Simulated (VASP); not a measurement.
Runs of VASP 6.6.1 on ZrO2. The structure is cubic, space group Fm-3m (No. 225). Conventional cell: a = 5.089 Å, b = 5.089 Å, c = 5.089 Å, α = 90.00°, β = 90.00°, γ = 90.00°. Zr (site symmetry m-3m) has 8 O at 2.20 Å within 2.9 Å. Within 2.9 Å of O (site symmetry -43m) lie 4 Zr at 2.20 Å and 6 O at 2.54 Å. 

```csv
level,potentials or basis,k mesh,cutoff (eV),grid for exact exchange (PRECFOCK),share of exact exchange,screening parameter,gap on the mesh (eV),pressure (GPa)
PBE,"VASP PAW PBE potentials, release 64 (Zr_sv, O)",6 × 6 × 6,600,-,-,-,3.35,3.9
HSE06,"VASP PAW PBE potentials, release 64 (Zr_sv, O)",4 × 4 × 4,520,Normal,0.25,0.2079 1/Å,4.97,-2.5
LDA,"VASP PAW LDA potentials, release 64 (Zr_sv, O)",4 × 4 × 4,600,-,-,-,3.23,(a)
PBE,"VASP PAW PBE potentials, release 64 (Zr_sv, O)",4 × 4 × 4,600,-,-,-,3.35,3.9
```

Alike in all rows: task single point; no spin polarisation; cell as given; smearing gaussian 0.01 eV.

Estimate the missing entries.

(a) -8.9.

Caveats: some runs use coarse meshes; the cell stands under pressure (at least some runs); the PAW data sets were made with another functional, which shifts forces and pressure a little (at least some runs).

A k mesh can miss the band edges, and the runs leave out spin-orbit coupling on Zr.
